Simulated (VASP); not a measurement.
# Tl (P6_3/mmc) in VASP: further runs, part 2 of 2

VASP 6.6.1. Earlier steps stand in the parts before.

## Step 3: Single point, LDA (volume scaled by 1.04)

File INCAR:

```
SYSTEM = Tl
PREC = Accurate
ENCUT = 520
EDIFF = 1E-6
ISMEAR = -1
SIGMA = 0.05
LREAL = .False.
LASPH = .True.
NELM = 100
ALGO = Normal
ISIF = 2
LWAVE = .False.
LCHARG = .True.
GGA = CA
LELF = .True.
LVHAR = .True.
NBANDS = 20
```

File KPOINTS:

```
regular mesh
0
Gamma
  11 11 6
  0 0 0
```

File POSCAR:

```
Tl
1.0
    3.5014772345      0.0000000000      0.0000000000
   -1.7507386173      3.0323682359      0.0000000000
    0.0000000000      0.0000000000      5.5977057061
Tl
2
Direct
    0.3333333333      0.6666666667      0.2500000000
    0.6666666667      0.3333333333      0.7500000000
```

Potentials or basis: VASP PAW LDA potentials, release 64 (Tl_d).

Started as:

```bash
> cat potpaw_LDA.64/Tl_d/POTCAR > POTCAR
> mpirun -np 1 vasp_std > vasp.out
```

OUTCAR:

```text
SYSTEM = Tl
   PREC = Accurate
   ENCUT = 520
   EDIFF = 1E-6
   ISMEAR = -1
   LREAL = .False.
   LASPH = .True.
   NELM = 100
   ISIF = 2
   GGA = CA

 ion  position               nearest neighbor table
   1  0.333  0.667  0.250-   2 3.45   2 3.45   2 3.45   2 3.45   2 3.45   2 3.45
   2  0.667  0.333  0.750-   1 3.45   1 3.45   1 3.45   1 3.45   1 3.45   1 3.45

  LATTYP: Found a hexagonal cell.
 ALAT       =     3.5014772345
 C/A-ratio  =     1.5986697417

  Lattice vectors:

 A1 = (   3.5014772345,   0.0000000000,   0.0000000000)
 A2 = (  -1.7507386173,   3.0323682359,   0.0000000000)
 A3 = (   0.0000000000,   0.0000000000,   5.5977057061)

Analysis of symmetry for initial positions (statically):
=====================================================================
 Subroutine PRICEL returns:
 Original cell was already a primitive cell.

 Routine SETGRP: Setting up the symmetry group for a
 hexagonal supercell.

 Subroutine GETGRP returns: Found 24 space group operations
 (whereof 12 operations were pure point group operations)
 out of a pool of 24 trial point group operations.

The static configuration has the point symmetry D_3d.
 The point group associated with its full space group is D_6h.

Analysis of symmetry for dynamics (positions and initial velocities):
=====================================================================
 Subroutine PRICEL returns:
 Original cell was already a primitive cell.

 Routine SETGRP: Setting up the symmetry group for a
 hexagonal supercell.

 Subroutine GETGRP returns: Found 24 space group operations
 (whereof 12 operations were pure point group operations)
 out of a pool of 24 trial point group operations.

The dynamic configuration has the point symmetry D_3d.
 The point group associated with its full space group is D_6h.

[... 98 lines left out ...]
   EDIFF  = 0.1E-05   stopping-criterion for ELM
   LREAL  =      F    real-space projection
[... 7 lines left out ...]
   TEBEG  =    0.0;   TEEND  =   0.0 temperature during run
   PSTRESS=    0.0 pullay stress
   NELECT =      26.0000    total number of electrons
   NUPDOWN=      -1.0000    fix difference up-down
   EMIN   =  10.00;   EMAX   =-10.00  energy-range for DOS
   EFERMI =   0.00;   METHOD = LEGACY
   ISMEAR =    -1;   SIGMA  =   0.05  broadening in eV -4-tet -1-fermi 0-gaus
   EFERMI_NEDOS =   21; number of points for ismear=-14 and -15
   IALGO  =     38    algorithm
   IMIX   =      4    mixing-type and parameters
     AMIX     =   0.40;   BMIX     =  1.00
     AMIX_MAG =   1.60;   BMIX_MAG =  1.00
  volume/ion in A,a.u.               =      29.72       200.54
  Fermi-wavevector in a.u.,A,eV,Ry     =   1.242753  2.348463 21.013316  1.544435
  Thomas-Fermi vector in A             =   2.377094
   LORBIT       =      0    0 simple, 1 ext, 2 COOP (PROOUT), +10 PAW based schemes
   GGA     = CA    functional components
   LHFCALC =     F    Hartree Fock is set to
   AEXX    =    0.0000 exact exchange contribution
   IVDW    =     0    specifies the selected vdW correction
   LEPSILON=     F    determine dielectric tensor
   LRPA    =     F    only Hartree local field effects (RPA)
 non-spin polarized calculation
  energy-cutoff  :      520.00
  volume of cell :       59.44
 maximum number of plane-waves:      1641
 NGX is ok and might be reduce to    28
   NGX = 13   NGY = 13   NGZ = 21

 number of electron      26.0000001 magnetization

 Free energy of the ion-electron system (eV)
  ---------------------------------------------------
  ext. energy  EPLUGINS =         0.00000000
  ---------------------------------------------------
  free energy    TOTEN  =        -5.83292905 eV

  energy without entropy =       -5.82336467  energy(sigma->0) =       -5.82814686

 E-fermi :   5.8360     XC(G=0): -10.3155

 val. band max:        5.8337974908   @ k =   0.4545   0.0909   0.1667
 cond. band min:       5.8983471456   @ k =   0.3636   0.0000   0.0000
 fundamental gap:      0.0645496548
 Fermi energy:         5.8360087245

 k-point     1 :       0.0000    0.0000    0.0000
  band No.  band energies     occupation
      1      -5.7908      2.00000
      2      -5.5911      2.00000
      3      -5.5739      2.00000
      4      -5.5739      2.00000
      5      -5.5257      2.00000
      6      -5.5257      2.00000
[... 541 lines left out ...]
     19      15.8398      0.00000
     20      16.6896      0.00000

 [... further k-points ...]
[... 5 lines left out ...]
  --------------------------------------------------------------------------------------
  -------------------------------------------------------------------------------------
  Total       -1.0344293     -1.0344293     -1.1462358      0.0000000     -0.0000000      0.0000000
  in kB      -27.8848363    -27.8848363    -30.8987735      0.0000000     -0.0000000      0.0000000
  external PRESSURE =     -28.8894820 kB  Pullay stress =       0.0000000 kB

 VOLUME and BASIS-vectors are now :
 -----------------------------------------------------------------------------
  energy-cutoff  :      520.00
  volume of cell :       59.44
      direct lattice vectors                 reciprocal lattice vectors
     3.501477234  0.000000000  0.000000000     0.285593746  0.164887626  0.000000000
    -1.750738617  3.032368236  0.000000000     0.000000000  0.329775252  0.000000000
     0.000000000  0.000000000  5.597705706     0.000000000  0.000000000  0.178644618

 POSITION                                       TOTAL-FORCE (eV/Angst)
 -----------------------------------------------------------------------------------
     -0.00000      2.02158      1.39943        -0.000000     -0.000000      0.000000
      1.75074      1.01079      4.19828         0.000000      0.000000      0.000000
 -----------------------------------------------------------------------------------
    total drift:                               -0.000000      0.000000      0.000000

  FREE ENERGIE OF THE ION-ELECTRON SYSTEM (eV)
  ---------------------------------------------------
  free  energy   TOTEN  =        -5.8329290466 eV

  energy  without entropy=       -5.8233646686  energy(sigma->0) =       -5.82814686
```

It took 18 s on 1 thread of Intel Xeon 6975P-C (Granite Rapids), shared host; peak memory 0.19 GiB.

Results:

| Item | Value |
| --- | --- |
| Free energy | -5.8329 eV |
| Pressure | -2.9 GPa |
| Band gap on the k mesh | zero (band 13 reaches 9.22 eV, above the bottom of band 14 at 3.86 eV) |

Caveat: spin-orbit coupling is left out, which moves the levels of the heavy elements.

## Step 4: Single point, LDA (volume scaled by 1.06)

File INCAR:

```
SYSTEM = Tl
  PREC = Accurate
  ENCUT = 520
  EDIFF = 1E-7
  ISMEAR = -1
  SIGMA = 0.05
  LREAL = .FALSE.
  LASPH = .TRUE.
  NELM = 60
  ALGO = Normal
  ISIF = 2
  LWAVE = .FALSE.
  LCHARG = .TRUE.
  LELF = .TRUE.
  LVHAR = .TRUE.
  NBANDS = 20
```

File KPOINTS:

```
regular mesh
0
G
  11 11 6
  0 0 0
```

File POSCAR:

```
Tl
1.0
    3.5237802386      0.0000000000      0.0000000000
   -1.7618901193      3.0516832040      0.0000000000
    0.0000000000      0.0000000000      5.6333608439
Tl
2
Direct
    0.3333333333      0.6666666667      0.2500000000
    0.6666666667      0.3333333333      0.7500000000
```

Started as:

```bash
> cat potpaw_LDA.64/Tl_d/POTCAR > POTCAR
> mpirun -np 1 vasp_std > vasp.out
```

Run time: 20 s. Hardware: 1 thread of Intel Xeon 6975P-C (Granite Rapids), shared host; peak memory 0.19 GiB.

The run converged. Its results:

- Free energy: -5.8111 eV
- Pressure: -3.4 GPa
- Band gap on the k mesh: zero (band 13 reaches 8.96 eV, above the bottom of band 14 at 3.72 eV)

Stress tensor (GPa, compression positive):
```
-3.24  0.00  0.00
 0.00 -3.24  0.00
 0.00  0.00 -3.67
```

Levels at points of the mesh, in eV from the Fermi level:
```tsv
k point	band 10	band 11	band 12	band 13	band 14	band 15	band 16	band 17
(0.00, 0.00, 0.00)	-10.99	-9.64	-5.11	-2.58	7.58	7.58	9.55	9.55
(0.00, 0.00, 0.50)	-11.09	-8.28	-8.28	3.19	3.19	8.51	8.51	8.51
```

Caveat: spin-orbit coupling is left out, which moves the levels of the heavy elements.

## Step 5: Summary

```csv
cell,gap on the mesh (eV),pressure (GPa)
"a = 3.479, b = 3.479, c = 5.562 Å, angles 90.0, 90.0, 120.0°, 2 atoms",none,-2.3
"a = 3.501, b = 3.501, c = 5.598 Å, angles 90.0, 90.0, 120.0°, 2 atoms",none,-2.9
"a = 3.524, b = 3.524, c = 5.633 Å, angles 90.0, 90.0, 120.0°, 2 atoms",none,-3.4
```

Alike in all rows: task single point; level LDA; potentials or basis VASP PAW LDA potentials, release 64 (Tl_d); no spin polarisation; k mesh 11 × 11 × 6; cutoff (eV) 520; smearing fermi-dirac 0.05 eV.

Caveats: spin-orbit coupling is left out, which moves the levels of the heavy elements.

Absolute energies hang on the potentials; compare differences alone.
